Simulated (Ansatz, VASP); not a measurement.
**One calculation of TeRu3, two programs**

```
Te Ru
1.0
     4.12465    0.00000    0.00000
     0.00000    4.12465    0.00000
     0.00000    0.00000    4.12465
Te Ru
1 3
Direct
  0.00000 0.00000 0.00000
  0.00000 0.50000 0.50000
  0.50000 0.00000 0.50000
  0.50000 0.50000 0.00000
```

Alike in both runs: task relaxation of cell and atoms; functional PBE; k mesh 4 × 4 × 4; occupations gaussian, width 0.1 eV; no spin polarisation.

```csv
,VASP,Ansatz
version,VASP 6.6.1,Ansatz 0.2.0
potentials or method,"VASP PAW PBE potentials, release 64 (Te, Ru_pv), cutoff 600 eV","scalar-relativistic, plane waves, PAW"
valence electrons in the cell,48,64
```

|  | VASP | Ansatz | Ansatz less VASP |
| --- | --- | --- | --- |
| gap on the k mesh at the Fermi level, each at its own relaxed structure (eV) | none | none | - |
| relaxed volume (Å³/atom) | 15.47 | 15.49 | +0.018 |
| relaxed cell length with the largest relative difference (Å) | 3.955 | 3.957 | +0.0016 |

A gap of «none» marks a metal or a gap that the smearing closes. VASP's potentials hold 48 valence electrons a cell and Ansatz's 64, so a difference there can come from the potentials and not from the codes.

The k mesh is coarse, so the values compare programs but aren't converged. Neither program's run includes spin-orbit coupling.
